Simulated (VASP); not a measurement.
# Ir (Fm-3m) in VASP: single point with PBE+D4

Aim: the single point of Ir with PBE+D4.

All numbers are computed with VASP 6.6.1; they aren't measurements. Logs are shortened: lines on timing, memory, paths and dates and some standing lists are left out, and cuts for length are marked.

### Step 1. The cell of the first run

The structure is cubic, space group Fm-3m (No. 225). The conventional cell has a = 3.831 Å, b = 3.831 Å, c = 3.831 Å, α = 90.00°, β = 90.00°, γ = 90.00°. Ir (site symmetry m-3m) has 12 Ir at 2.71 Å within 3.6 Å.

### Step 2. Single point, PBE+D4

INCAR

```
SYSTEM = Ir
PREC = Accurate
ENCUT = 500
EDIFF = 1E-6
ISMEAR = 0
SIGMA = 0.05
LREAL = .False.
LASPH = .True.
NELM = 120
ALGO = Normal
ISIF = 2
LWAVE = .False.
LCHARG = .False.
GGA = PE
IVDW = 13
NBANDS = 66
GGA_COMPAT = .False.
```

KPOINTS

```
Automatic mesh
0
Gamma
  2 3 3
  0 0 0
```

POSCAR

```
Ir
1.0
    0.0000000000      5.7468000000      5.7468000000
    3.8312000000      0.0000000000      3.8312000000
    3.8312000000      3.8312000000      0.0000000000
Ir
12
Direct
    0.0000000000      0.0000000000      0.0000000000
    0.0000000000      0.0000000000      0.5000000000
    0.0000000000      0.5000000000      0.0000000000
    0.0000000000      0.5000000000      0.5000000000
    0.3333333333      0.0000000000      0.0000000000
    0.3333333333      0.0000000000      0.5000000000
    0.3333333333      0.5000000000      0.0000000000
    0.3333333333      0.5000000000      0.5000000000
    0.6666666667      0.0000000000      0.0000000000
    0.6666666667      0.0000000000      0.5000000000
    0.6666666667      0.5000000000      0.0000000000
    0.6666666667      0.5000000000      0.5000000000
```

Potentials or basis: VASP PAW PBE potentials, release 64 (Ir).

On the command line:

```sh
cat potpaw_PBE.64/Ir/POTCAR > POTCAR
mpirun -np 1 vasp_std > vasp.out
```

OUTCAR:

```text
SYSTEM = Ir
   PREC = Accurate
   ENCUT = 500
   EDIFF = 1E-6
   ISMEAR = 0
   LREAL = .False.
   LASPH = .True.
   NELM = 120
   ISIF = 2
   GGA = PE
   IVDW = 13

 ion  position               nearest neighbor table
   1  0.000  0.000  0.000-   5 2.71   9 2.71  10 2.71  11 2.71   6 2.71   7 2.71   2 2.71   4 2.71
                             2 2.71   3 2.71   4 2.71   3 2.71
   2  0.000  0.000  0.500-   6 2.71  10 2.71   9 2.71  12 2.71   5 2.71   8 2.71   1 2.71   3 2.71
                             1 2.71   3 2.71   4 2.71   4 2.71
   3  0.000  0.500  0.000-   7 2.71  11 2.71   9 2.71  12 2.71   8 2.71   5 2.71   2 2.71   4 2.71
                             1 2.71   1 2.71   2 2.71   4 2.71
   4  0.000  0.500  0.500-   8 2.71  12 2.71  11 2.71  10 2.71   7 2.71   6 2.71   1 2.71   3 2.71
                             2 2.71   1 2.71   2 2.71   3 2.71
   5  0.333  0.000  0.000-   1 2.71   2 2.71   3 2.71   6 2.71   7 2.71   6 2.71   8 2.71   7 2.71
                             8 2.71  10 2.71  11 2.71   9 2.71
   6  0.333  0.000  0.500-   2 2.71   1 2.71   4 2.71   5 2.71   8 2.71   5 2.71   7 2.71   7 2.71
                             8 2.71   9 2.71  12 2.71  10 2.71
   7  0.333  0.500  0.000-   3 2.71   1 2.71   4 2.71   5 2.71   8 2.71   6 2.71   8 2.71   5 2.71
                             6 2.71  12 2.71   9 2.71  11 2.71
   8  0.333  0.500  0.500-   4 2.71   3 2.71   2 2.71   6 2.71   7 2.71   5 2.71   7 2.71   5 2.71
                             6 2.71  11 2.71  10 2.71  12 2.71
   9  0.667  0.000  0.000-   1 2.71   2 2.71   3 2.71  10 2.71  10 2.71  12 2.71  11 2.71  11 2.71
                            12 2.71   6 2.71   7 2.71   5 2.71
  10  0.667  0.000  0.500-   2 2.71   1 2.71   4 2.71   9 2.71   9 2.71  11 2.71  12 2.71  11 2.71
                            12 2.71   5 2.71   8 2.71   6 2.71
  11  0.667  0.500  0.000-   3 2.71   4 2.71   1 2.71   9 2.71  10 2.71  12 2.71  12 2.71   9 2.71
                            10 2.71   5 2.71   8 2.71   7 2.71
  12  0.667  0.500  0.500-   4 2.71   3 2.71   2 2.71  10 2.71   9 2.71  11 2.71  11 2.71   9 2.71
                            10 2.71   6 2.71   7 2.71   8 2.71

  LATTYP: Found a face centered orthorhombic cell.
 ALAT       =     5.4181350002
 B/A-ratio  =     1.7320508076
 C/A-ratio  =     2.4494897428

  Lattice vectors:

 A1 = (   0.0000000000,   5.7468000000,   5.7468000000)
 A2 = (  -3.8312000000,   1.9156000000,   5.7468000000)
 A3 = (   3.8312000000,   0.0000000000,   3.8312000000)

Analysis of symmetry for initial positions (statically):
=====================================================================
 Subroutine PRICEL returns following result:

  LATTYP: Found a face centered cubic cell.
 ALAT       =     3.8312000000

  Lattice vectors:

 A1 = (   0.0000000000,   1.9155999998,   1.9155999998)
 A2 = (   1.9156000000,   0.0000000000,   1.9156000000)
 A3 = (   1.9156000000,   1.9156000000,   0.0000000000)

  12 primitive cells build up your supercell.

 Routine SETGRP: Setting up the symmetry group for a
 face centered orthorhombic supercell.

 Subroutine GETGRP returns: Found  4 space group operations
 (whereof  4 operations were pure point group operations)
 out of a pool of  8 trial point group operations.

The static configuration has the point symmetry C_2h.

Analysis of symmetry for dynamics (positions and initial velocities):
=====================================================================
 Subroutine PRICEL returns following result:

  LATTYP: Found a face centered cubic cell.
 ALAT       =     3.8312000000

  Lattice vectors:

 A1 = (   0.0000000000,   1.9155999998,   1.9155999998)
 A2 = (   1.9156000000,   0.0000000000,   1.9156000000)
 A3 = (   1.9156000000,   1.9156000000,   0.0000000000)

  12 primitive cells build up your supercell.

 Routine SETGRP: Setting up the symmetry group for a
 face centered orthorhombic supercell.

 Subroutine GETGRP returns: Found  4 space group operations
 (whereof  4 operations were pure point group operations)
 out of a pool of  8 trial point group operations.

The dynamic configuration has the point symmetry C_2h.

 Subroutine INISYM returns: Found  4 space group operations
[... 29 lines left out ...]
 Grid dimensions read from file:
 generate k-points for:    2    3    3

 Generating k-lattice:

  Cartesian coordinates                     Fractional coordinates (reciprocal lattice)
    -0.043502471  0.043502471  0.043502471     0.500000000  0.000000000  0.000000000
     0.043502471 -0.043502471  0.043502471     0.000000000  0.333333333  0.000000000
     0.043502471  0.043502471 -0.043502471     0.000000000  0.000000000  0.333333333

  Length of vectors
     0.075348490  0.075348490  0.075348490

  Shift w.r.t. Gamma in fractional coordinates (k-lattice)
     0.000000000  0.000000000  0.000000000

 WARNING: IBZKPT: internal override: KBLOWUP is changed to .FALSE.
      ... skipping the blow-up phase ...

 Subroutine IBZKPT returns following result:
 ===========================================

 Found      8 irreducible k-points:

 Following reciprocal coordinates:
            Coordinates               Weight
  0.000000  0.000000  0.000000      1.000000
  0.500000  0.000000  0.000000      1.000000
  0.000000  0.333333  0.000000      4.000000
  0.500000  0.333333  0.000000      4.000000
  0.000000  0.333333  0.333333      2.000000
  0.500000  0.333333  0.333333      2.000000
  0.000000 -0.333333  0.333333      2.000000
  0.500000 -0.333333  0.333333      2.000000
   k-points           NKPTS =      8   k-points in BZ     NKDIM =      8   number of bands    NBANDS=     66
   number of dos      NEDOS =    301   number of ions     NIONS =     12
   total plane-waves  NPLWV =  96000
   dimension x,y,z NGX =    60 NGY =   40 NGZ =   40
   dimension x,y,z NGXF=   120 NGYF=   80 NGZF=   80
   ions per type =              12
   NGX,Y,Z   is equivalent  to a cutoff of  12.27, 12.27, 12.27 a.u.
   NGXF,Y,Z  is equivalent  to a cutoff of  24.55, 24.55, 24.55 a.u.
 SYSTEM =  Ir
   PREC   = accura    normal or accurate (medium, high low for compatibility)
   ISTART =      0    job   : 0-new  1-cont  2-samecut
   ICHARG =      2    charge: 1-file 2-atom 10-const
   ISPIN  =      1    spin polarized calculation?
   LNONCOLLINEAR =      F non collinear calculations
   LSORBIT =      F    spin-orbit coupling
   LASPH  =      T    aspherical Exc in radial PAW
   ENCUT  =  500.0 eV  36.75 Ry    6.06 a.u.  14.82  9.88  9.88*2*pi/ulx,y,z
   NELM   =    120;   NELMIN=  2; NELMDL= -5     # of ELM steps
   EDIFF  = 0.1E-05   stopping-criterion for ELM
   LREAL  =      F    real-space projection
   EDIFFG = 0.1E-04   stopping-criterion for IOM
   NSW    =      0    number of steps for IOM
   IBRION =     -1    ionic relax: 0-MD 1-quasi-New 2-CG
   NFREE  =      0    steps in history (QN), initial steepest desc. (CG)
   ISIF   =      2    stress and relaxation
   ISYM   =      2    0-nonsym 1-usesym 2-fastsym
   POTIM  = 0.5000    time-step for ionic-motion
   TEBEG  =    0.0;   TEEND  =   0.0 temperature during run
   PSTRESS=    0.0 pullay stress
   NELECT =     108.0000    total number of electrons
   NUPDOWN=      -1.0000    fix difference up-down
   EMIN   =  10.00;   EMAX   =-10.00  energy-range for DOS
   EFERMI =   0.00;   METHOD = LEGACY
   ISMEAR =     0;   SIGMA  =   0.05  broadening in eV -4-tet -1-fermi 0-gaus
   EFERMI_NEDOS =   21; number of points for ismear=-14 and -15
   IALGO  =     38    algorithm
   IMIX   =      4    mixing-type and parameters
     AMIX     =   0.40;   BMIX     =  1.00
     AMIX_MAG =   1.60;   BMIX_MAG =  1.00
  volume/ion in A,a.u.               =      14.06        94.87
  Fermi-wavevector in a.u.,A,eV,Ry     =   1.410937  2.666284 27.085691  1.990742
  Thomas-Fermi vector in A             =   2.532839
   LORBIT       =      0    0 simple, 1 ext, 2 COOP (PROOUT), +10 PAW based schemes
   GGA     = PE    functional components
   LHFCALC =     F    Hartree Fock is set to
   AEXX    =    0.0000 exact exchange contribution
   IVDW    =    13    specifies the selected vdW correction
   LEPSILON=     F    determine dielectric tensor
   LRPA    =     F    only Hartree local field effects (RPA)
 non-spin polarized calculation
 Gauss-broadening in eV      SIGMA  =   0.05
  energy-cutoff  :      500.00
  volume of cell :      168.70
 maximum number of plane-waves:      4308
 NGX is ok and might be reduce to    60
   NGX = 29   NGY = 19   NGZ = 19

 number of electron     108.0000006 magnetization

 Free energy of the ion-electron system (eV)
  ---------------------------------------------------
  ext. energy  EPLUGINS =         0.00000000
  ---------------------------------------------------
  free energy    TOTEN  =      -105.21086579 eV

  energy without entropy =     -105.17329195  energy(sigma->0) =     -105.19207887

 E-fermi :  10.0228     XC(G=0): -14.0316

 val. band max:        9.9871045192   @ k =   0.0000  -0.3333   0.3333
 cond. band min:      10.2649475558   @ k =   0.0000   0.3333   0.0000
 fundamental gap:      0.2778430366
 Fermi energy:        10.0227806068

 k-point     1 :       0.0000    0.0000    0.0000
  band No.  band energies     occupation
      1      -0.6703      2.00000
      2       2.2163      2.00000
      3       2.2163      2.00000
      4       2.3449      2.00000
      5       2.3449      2.00000
      6       2.5160      2.00000
[... 541 lines left out ...]
     65      13.4737      0.00000
     66      13.4737      0.00000

------------------------ aborting loop because EDIFF is reached ----------------------------------------

  DFT-D4 for vdW energy calculation

  Edisp (eV):  -11.14665

  FORCE on cell =-STRESS in cart. coord.  units (eV):
  Direction    XX          YY          ZZ          XY          YZ          ZX
  --------------------------------------------------------------------------------------
  -------------------------------------------------------------------------------------
  Total       3.55562     3.55603     3.55603     0.00018     0.00019     0.00018
  in kB      33.76759    33.77150    33.77150     0.00173     0.00182     0.00173
  external pressure =       33.77 kB  Pullay stress =        0.00 kB

 VOLUME and BASIS-vectors are now :
 -----------------------------------------------------------------------------
  energy-cutoff  :      500.00
  volume of cell :      168.70
      direct lattice vectors                 reciprocal lattice vectors
     0.000000000  5.746800000  5.746800000    -0.087004942  0.087004942  0.087004942
     3.831200000  0.000000000  3.831200000     0.130507413 -0.130507413  0.130507413
     3.831200000  3.831200000  0.000000000     0.130507413  0.130507413 -0.130507413

 POSITION                                       TOTAL-FORCE (eV/Angst)
 -----------------------------------------------------------------------------------
      0.00000      0.00000      0.00000         0.000000      0.000000      0.000000
      1.91560      1.91560      0.00000        -0.000000      0.000000     -0.000000
      1.91560      0.00000      1.91560        -0.000000      0.000000     -0.000000
      3.83120      1.91560      1.91560        -0.000000     -0.000000      0.000000
      0.00000      1.91560      1.91560         0.000000      0.000000     -0.000000
      1.91560      3.83120      1.91560        -0.000000     -0.000000      0.000000
      1.91560      1.91560      3.83120        -0.000000      0.000000     -0.000000
      3.83120      3.83120      3.83120         0.000000     -0.000000     -0.000000
      0.00000      3.83120      3.83120        -0.000000      0.000000     -0.000000
      1.91560      5.74680      3.83120         0.000000      0.000000      0.000000
      1.91560      3.83120      5.74680         0.000000     -0.000000      0.000000
      3.83120      5.74680      5.74680         0.000000      0.000000     -0.000000
 -----------------------------------------------------------------------------------
    total drift:                                0.000000      0.000000      0.000000

  FREE ENERGIE OF THE ION-ELECTRON SYSTEM (eV)
  ---------------------------------------------------
  free  energy   TOTEN  =      -116.3575178162 eV

  energy  without entropy=     -116.3199439768  energy(sigma->0) =     -116.33873090
```

Run time: 74 s. Hardware: 1 thread of Intel Xeon Platinum 8488C (Sapphire Rapids), shared host; peak memory 0.3 GiB.

What came out:

- Free energy: -116.3575 eV
- Pressure: 3.4 GPa
- Band gap on the k mesh: zero (bands 54 and 55 overlap by 1.41 eV)
- Dispersion energy per atom: -0.929 eV

Caveat: the k points lie up to 0.47 Å⁻¹ apart, too coarse for converged energies and pressures of a metal; spin-orbit coupling is left out, which moves the levels of the heavy elements.
